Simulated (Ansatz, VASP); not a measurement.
# InGa3P4: VASP beside Ansatz

```
CELL_PARAMETERS angstrom
5.44337 0.00000 0.00000
0.00000 5.44337 0.00000
0.00000 0.00000 5.44337
ATOMIC_POSITIONS crystal
In 0.50000 0.50000 0.50000
Ga 0.00000 0.00000 0.50000
Ga 0.00000 0.50000 0.00000
Ga 0.50000 0.00000 0.00000
P 0.75000 0.75000 0.75000
P 0.75000 0.25000 0.25000
P 0.25000 0.75000 0.25000
P 0.25000 0.25000 0.75000
```

Alike in both runs: task single point; functional PBE; k mesh 4 × 4 × 4; occupations gaussian, width 0.1 eV; no spin polarisation.

|  | VASP | Ansatz |
| --- | --- | --- |
| version | VASP 6.6.1 | Ansatz 0.2.0 |
| potentials or method | VASP PAW PBE potentials, release 64 (In_d, Ga_d, P), cutoff 520 eV | scalar-relativistic, plane waves, PAW |
| valence electrons in the cell | 72 | 72 |

VASP gave:

```
gap on the k mesh at the Fermi level (eV) : 1.54
least direct gap on the mesh (eV)         : 1.55
pressure (GPa)                            : 9.4
```

Question: Which values does Ansatz return?

Answer: gap on the k mesh at the Fermi level (eV): 1.55; least direct gap on the mesh (eV): 1.55; pressure (GPa): 9.6.

With one functional, cell and mesh, what is left measures potentials, basis and numerics.
